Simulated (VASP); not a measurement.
# Zr in VASP: notebook

Zr is run at these levels: PBE, PBEsol, PBE+U; tasks: single point.

Everything below comes from runs of VASP 6.6.1. Logs are shortened: lines on timing, memory, paths and dates and some standing lists are left out, and cuts for length are marked.

## 1. The cell of the first run

It takes space group P6_3/mmc (No. 194, hexagonal). The conventional cell has a = 3.239 Å, b = 3.239 Å, c = 5.172 Å, α = 90.00°, β = 90.00°, γ = 120.00°. Within 4.2 Å of Zr (site symmetry -6m2) lie 12 Zr at 3.19 to 3.24 Å.

## 2. Single point, PBE

The input, INCAR:

```
SYSTEM = Zr
PREC = Accurate
ENCUT = 500
EDIFF = 1E-6
ISMEAR = 0
SIGMA = 0.1
LREAL = .FALSE.
LASPH = .TRUE.
NELM = 120
ALGO = Normal
ISIF = 2
LWAVE = .FALSE.
LCHARG = .TRUE.
GGA = PE
LELF = .TRUE.
LVHAR = .TRUE.
ISYM = 0
NBANDS = 19
GGA_COMPAT = .FALSE.
```

The input, KPOINTS:

```
Automatic mesh
0
Gamma
  4 5 3
  0.5 0.5 0.5
```

The input, POSCAR:

```
Zr
1.0
    3.2392314131      0.0000000000      0.0000000000
   -1.6196157065      2.8052566925      0.0000000000
    0.0000000000      0.0000000000      5.1722200000
Zr
2
Direct
    0.3333333333      0.6666666667      0.2500000000
    0.6666666667      0.3333333333      0.7500000000
```

Potentials or basis: VASP PAW PBE potentials, release 64 (Zr_sv).

On the command line:

```sh
> cat potpaw_PBE.64/Zr_sv/POTCAR > POTCAR
> mpirun -np 1 vasp_std > vasp.out
```

OUTCAR:

```text
SYSTEM = Zr
   PREC = Accurate
   ENCUT = 500
   EDIFF = 1E-6
   ISMEAR = 0
   LREAL = .FALSE.
   LASPH = .TRUE.
   NELM = 120
   ISIF = 2
   GGA = PE
   ISYM = 0

 ion  position               nearest neighbor table
   1  0.333  0.667  0.250-   2 3.19   2 3.19   2 3.19   2 3.19   2 3.19   2 3.19
   2  0.667  0.333  0.750-   1 3.19   1 3.19   1 3.19   1 3.19   1 3.19   1 3.19

IMPORTANT INFORMATION: All symmetrisations will be switched off!
NOSYMM: (Re-)initialisation of all symmetry stuff for point group C_1.

----------------------------------------------------------------------------------------

                                     Primitive cell

  volume of cell :      46.9993

  direct lattice vectors                    reciprocal lattice vectors
     3.239231413  0.000000000  0.000000000     0.308715208  0.178236809  0.000000000
    -1.619615707  2.805256692  0.000000000     0.000000000  0.356473617  0.000000000
     0.000000000  0.000000000  5.172220000     0.000000000  0.000000000  0.193340577

  length of vectors
     3.239231413  3.239231413  5.172220000     0.356473617  0.356473617  0.193340577

  position of ions in fractional coordinates (direct lattice)
     0.333333333  0.666666667  0.250000000
     0.666666667  0.333333333  0.750000000

  ion indices of the primitive-cell ions
   primitive index   ion index
                 1           1
                 2           2

----------------------------------------------------------------------------------------

 KPOINTS: Automatic mesh

Automatic generation of k-mesh.
 Grid dimensions read from file:
 generate k-points for:    4    5    3

 Generating k-lattice:

  Cartesian coordinates                     Fractional coordinates (reciprocal lattice)
     0.077178802  0.044559202  0.000000000     0.250000000  0.000000000  0.000000000
     0.000000000  0.071294723  0.000000000     0.000000000  0.200000000  0.000000000
     0.000000000  0.000000000  0.064446859     0.000000000  0.000000000  0.333333333

  Length of vectors
     0.089118404  0.071294723  0.064446859

  Shift w.r.t. Gamma in fractional coordinates (k-lattice)
     0.500000000  0.500000000  0.500000000

 -----------------------------------------------------------------------------
|                                                                             |
|           W    W    AA    RRRRR   N    N  II  N    N   GGGG   !!!           |
|           W    W   A  A   R    R  NN   N  II  NN   N  G    G  !!!           |
|           W    W  A    A  R    R  N N  N  II  N N  N  G       !!!           |
|           W WW W  AAAAAA  RRRRR   N  N N  II  N  N N  G  GGG   !            |
|           WW  WW  A    A  R   R   N   NN  II  N   NN  G    G                |
|           W    W  A    A  R    R  N    N  II  N    N   GGGG   !!!           |
|                                                                             |
|     Your reciprocal lattice and k-lattice belong to different lattice       |
|     classes:                                                                |
|                                                                             |
|        The reciprocal lattice is hexagonal,                                 |
|        whereas your k-lattice is simple monoclinic.                         |
|                                                                             |
|     Results are often still useful ...                                      |
|                                                                             |
 -----------------------------------------------------------------------------

 WARNING: IBZKPT: internal override: KBLOWUP is changed to .FALSE.
      ... skipping the blow-up phase ...

 Subroutine IBZKPT returns following result:
 ===========================================

 Found     30 irreducible k-points:

 Following reciprocal coordinates:
            Coordinates               Weight
  0.125000  0.100000  0.166667      2.000000
  0.375000  0.100000  0.166667      2.000000
 -0.375000  0.100000  0.166667      2.000000
 -0.125000  0.100000  0.166667      2.000000
  0.125000  0.300000  0.166667      2.000000
  0.375000  0.300000  0.166667      2.000000
[... 16 lines left out ...]
 -0.375000  0.100000  0.500000      2.000000
 -0.125000  0.100000  0.500000      2.000000
 [... further k-points ...]
   k-points           NKPTS =     30   k-points in BZ     NKDIM =     30   number of bands    NBANDS=     19
   number of dos      NEDOS =    301   number of ions     NIONS =      2
   total plane-waves  NPLWV =  23040
   dimension x,y,z NGX =    24 NGY =   24 NGZ =   40
   dimension x,y,z NGXF=    48 NGYF=   48 NGZF=   80
   ions per type =               2
   NGX,Y,Z   is equivalent  to a cutoff of  12.32, 12.32, 12.86 a.u.
   NGXF,Y,Z  is equivalent  to a cutoff of  24.63, 24.63, 25.71 a.u.
 SYSTEM =  Zr
   PREC   = accura    normal or accurate (medium, high low for compatibility)
   ISTART =      0    job   : 0-new  1-cont  2-samecut
   ICHARG =      2    charge: 1-file 2-atom 10-const
   ISPIN  =      1    spin polarized calculation?
   LNONCOLLINEAR =      F non collinear calculations
   LSORBIT =      F    spin-orbit coupling
   LASPH  =      T    aspherical Exc in radial PAW
   ENCUT  =  500.0 eV  36.75 Ry    6.06 a.u.   5.91  5.91  9.43*2*pi/ulx,y,z
   NELM   =    120;   NELMIN=  2; NELMDL= -5     # of ELM steps
   EDIFF  = 0.1E-05   stopping-criterion for ELM
   LREAL  =      F    real-space projection
   EDIFFG = 0.1E-04   stopping-criterion for IOM
   NSW    =      0    number of steps for IOM
   IBRION =     -1    ionic relax: 0-MD 1-quasi-New 2-CG
   NFREE  =      0    steps in history (QN), initial steepest desc. (CG)
   ISIF   =      2    stress and relaxation
   ISYM   =      0    0-nonsym 1-usesym 2-fastsym
   POTIM  = 0.5000    time-step for ionic-motion
   TEBEG  =    0.0;   TEEND  =   0.0 temperature during run
   PSTRESS=    0.0 pullay stress
   NELECT =      24.0000    total number of electrons
   NUPDOWN=      -1.0000    fix difference up-down
   EMIN   =  10.00;   EMAX   =-10.00  energy-range for DOS
   EFERMI =   0.00;   METHOD = LEGACY
   ISMEAR =     0;   SIGMA  =   0.10  broadening in eV -4-tet -1-fermi 0-gaus
   EFERMI_NEDOS =   21; number of points for ismear=-14 and -15
   IALGO  =     38    algorithm
   IMIX   =      4    mixing-type and parameters
     AMIX     =   0.40;   BMIX     =  1.00
     AMIX_MAG =   1.60;   BMIX_MAG =  1.00
  volume/ion in A,a.u.               =      23.50       158.58
  Fermi-wavevector in a.u.,A,eV,Ry     =   1.308523  2.472750 23.296340  1.712233
  Thomas-Fermi vector in A             =   2.439184
   LORBIT       =      0    0 simple, 1 ext, 2 COOP (PROOUT), +10 PAW based schemes
   GGA     = PE    functional components
   LHFCALC =     F    Hartree Fock is set to
   AEXX    =    0.0000 exact exchange contribution
   IVDW    =     0    specifies the selected vdW correction
   LEPSILON=     F    determine dielectric tensor
   LRPA    =     F    only Hartree local field effects (RPA)
 non-spin polarized calculation
 Gauss-broadening in eV      SIGMA  =   0.10
  energy-cutoff  :      500.00
  volume of cell :       47.00
 maximum number of plane-waves:      1202
   NGX = 11   NGY = 11   NGZ = 19

 number of electron      24.0000001 magnetization

 Free energy of the ion-electron system (eV)
  ---------------------------------------------------
  ext. energy  EPLUGINS =         0.00000000
  ---------------------------------------------------
  free energy    TOTEN  =       -17.08703229 eV

  energy without entropy =      -17.07901150  energy(sigma->0) =      -17.08302190

 E-fermi :   8.9887     XC(G=0): -11.0385

 val. band max:        8.9423081733   @ k =   0.1250  -0.1000   0.1667
 cond. band min:       9.0577450437   @ k =   0.3750   0.3000   0.1667
 fundamental gap:      0.1154368704
 Fermi energy:         8.9886892220

 k-point     1 :       0.1250    0.1000    0.1667
  band No.  band energies     occupation
      1     -39.9124      2.00000
      2     -39.8054      2.00000
      3     -18.3073      2.00000
      4     -17.8060      2.00000
      5     -17.7863      2.00000
      6     -17.6731      2.00000
[... 11 lines left out ...]
     18      11.5455      0.00000
     19      13.6001      0.00000

 k-point     2 :       0.3750    0.1000    0.1667
  band No.  band energies     occupation
      1     -39.8299      2.00000
      2     -39.7833      2.00000
      3     -18.2936      2.00000
      4     -18.1491      2.00000
      5     -17.9745      2.00000
      6     -17.8302      2.00000
[... 11 lines left out ...]
     18      13.6413      0.00000
     19      14.5091      0.00000

 k-point     3 :      -0.3750    0.1000    0.1667
  band No.  band energies     occupation
      1     -39.8597      2.00000
      2     -39.7876      2.00000
      3     -18.2311      2.00000
      4     -18.0629      2.00000
      5     -17.9726      2.00000
      6     -17.7862      2.00000
[... 11 lines left out ...]
     18      12.8777      0.00000
     19      13.8525      0.00000

 k-point     4 :      -0.1250    0.1000    0.1667
  band No.  band energies     occupation
      1     -39.9358      2.00000
      2     -39.8157      2.00000
      3     -18.3609      2.00000
      4     -17.6956      2.00000
      5     -17.6453      2.00000
      6     -17.6229      2.00000
[... 11 lines left out ...]
     18      11.2471      0.00000
     19      13.4922      0.00000

 k-point     5 :       0.1250    0.3000    0.1667
  band No.  band energies     occupation
      1     -39.8447      2.00000
      2     -39.7846      2.00000
      3     -18.2393      2.00000
      4     -18.1082      2.00000
      5     -17.9792      2.00000
      6     -17.8224      2.00000
[... 11 lines left out ...]
     18      13.1924      0.00000
     19      14.1419      0.00000
[... 334 lines left out ...]
      2     -39.8588      2.00000
      3     -18.0465      2.00000
      4     -18.0462      2.00000
      5     -17.6804      2.00000
      6     -17.6800      2.00000
[... 11 lines left out ...]
     18      12.6297      0.00000
     19      13.1003      0.00000

 k-point    22 :       0.3750    0.1000    0.5000
  band No.  band energies     occupation
      1     -39.8069      2.00000
      2     -39.8062      2.00000
      3     -18.3190      2.00000
      4     -18.3187      2.00000
      5     -17.7933      2.00000
      6     -17.7929      2.00000
[... 11 lines left out ...]
     18      13.5394      0.00000
     19      14.4126      0.00000

 k-point    23 :      -0.3750    0.1000    0.5000
  band No.  band energies     occupation
      1     -39.8241      2.00000
      2     -39.8234      2.00000
      3     -18.2172      2.00000
      4     -18.2170      2.00000
      5     -17.7612      2.00000
      6     -17.7610      2.00000
[... 11 lines left out ...]
     18      13.2028      0.00000
     19      13.6094      0.00000

 k-point    24 :      -0.1250    0.1000    0.5000
  band No.  band energies     occupation
      1     -39.8765      2.00000
      2     -39.8758      2.00000
      3     -18.0003      2.00000
      4     -17.9998      2.00000
      5     -17.6127      2.00000
      6     -17.6121      2.00000
[... 11 lines left out ...]
     18      12.7282      0.00000
     19      12.8754      0.00000

 [... further k-points ...]
[... 5 lines left out ...]
  --------------------------------------------------------------------------------------
  -------------------------------------------------------------------------------------
  Total       -0.7285455     -0.4971242      0.4868537      0.1519987     -0.0000559      0.0000059
  in kB      -24.8356581    -16.9466536     16.5965371      5.1815414     -0.0019065      0.0002018
  external PRESSURE =      -8.3952582 kB  Pullay stress =       0.0000000 kB

 VOLUME and BASIS-vectors are now :
 -----------------------------------------------------------------------------
  energy-cutoff  :      500.00
  volume of cell :       47.00
      direct lattice vectors                 reciprocal lattice vectors
     3.239231413  0.000000000  0.000000000     0.308715208  0.178236809  0.000000000
    -1.619615707  2.805256692  0.000000000     0.000000000  0.356473617  0.000000000
     0.000000000  0.000000000  5.172220000     0.000000000  0.000000000  0.193340577

 POSITION                                       TOTAL-FORCE (eV/Angst)
 -----------------------------------------------------------------------------------
     -0.00000      1.87017      1.29306         0.012776      0.034122     -0.000002
      1.61962      0.93509      3.87917        -0.012776     -0.034122      0.000002
 -----------------------------------------------------------------------------------
    total drift:                                0.000001     -0.000016      0.000013

  FREE ENERGIE OF THE ION-ELECTRON SYSTEM (eV)
  ---------------------------------------------------
  free  energy   TOTEN  =       -17.0870322896 eV

  energy  without entropy=      -17.0790115044  energy(sigma->0) =      -17.08302190
```

Wall time 32 s (1 thread of Intel Xeon 8259CL, shared host); peak memory 0.16 GiB.

Results:

| Quantity | Value |
| --- | --- |
| Free energy | -17.0870 eV |
| Pressure | -0.8 GPa |
| Largest force | 0.036 eV/Å |
| Band gap on the k mesh | zero (band 12 reaches 9.13 eV, above the bottom of band 13 at 8.84 eV) |

Forces on the atoms (eV/Å):
```
Zr   0.013  0.034  0.000
Zr  -0.013 -0.034  0.000
```

Caveat: the k points lie up to 0.56 Å⁻¹ apart.

## 3. Single point, PBEsol

The input, INCAR:

```
PREC = Accurate
ENCUT = 500
EDIFF = 1E-6
ISMEAR = 0
SIGMA = 0.1
LREAL = F
LASPH = T
NELM = 120
ALGO = Normal
ISIF = 2
LWAVE = F
LCHARG = T
GGA = PS
LELF = T
LVHAR = T
NBANDS = 19
GGA_COMPAT = F
```

The input, KPOINTS:

```
regular mesh
0
Gamma
  6 6 4
```

Changes to POSCAR since step 2:

```diff
@@ -9,2 +9,2 @@
     0.3333333333      0.6666666667      0.2500000000
-    0.6666666667      0.3333333333      0.7500000000
+    0.6755785071      0.3511570142      0.7500000000
```

Potentials or basis: VASP PAW PBE potentials, release 64 (Zr_sv).

On the command line:

```sh
> cat potpaw_PBE.64/Zr_sv/POTCAR > POTCAR
> mpirun -np 1 vasp_std > vasp.out
```

It took 39 s on 1 thread of Intel Xeon 8259CL, shared host; peak memory 0.17 GiB.

The run converged. Its results:

```yaml
Free_energy: -18.1323 eV
Pressure: -4.3 GPa
Largest_force: 0.039 eV/Å
Band_gap_on_the_k_mesh: zero (band 12 reaches 9.66 eV, above the bottom of band 13 at 8.73 eV)
```

Forces on the atoms (eV/Å):
```
Zr   0.000  0.039  0.000
Zr   0.000 -0.039  0.000
```

Stress tensor (GPa, compression positive):
```
-4.11  0.00  0.00
 0.00 -4.83  0.00
 0.00  0.00 -3.85
```

Levels at points of the mesh, in eV from the Fermi level:
| k point | band 9 | band 10 | band 11 | band 12 | band 13 | band 14 | band 15 | band 16 |
| --- | --- | --- | --- | --- | --- | --- | --- | --- |
| (0.00, 0.00, 0.00) | -5.70 | -3.06 | 0.79 | 0.85 | 0.92 | 1.08 | 1.47 | 1.54 |
| (0.50, 0.00, 0.00) | -2.58 | -2.52 | -2.13 | -0.28 | 0.51 | 0.62 | 1.36 | 4.82 |
| (0.00, 0.50, 0.00) | -2.61 | -2.59 | -2.25 | -0.23 | 0.46 | 0.88 | 1.43 | 4.87 |
| (0.00, 0.00, 0.50) | -4.01 | -4.01 | -0.01 | -0.01 | 0.71 | 0.71 | 0.75 | 0.75 |
| (0.50, 0.00, 0.50) | -2.91 | -2.91 | -1.09 | -1.09 | 1.56 | 1.56 | 2.16 | 2.16 |
| (0.00, 0.50, 0.50) | -2.86 | -2.86 | -1.11 | -1.11 | 1.54 | 1.54 | 2.14 | 2.14 |

Caveat: the k points lie up to 0.37 Å⁻¹ apart; the PAW data sets were made with another functional, which shifts forces and pressure a little.

[end of part 1 of 2]
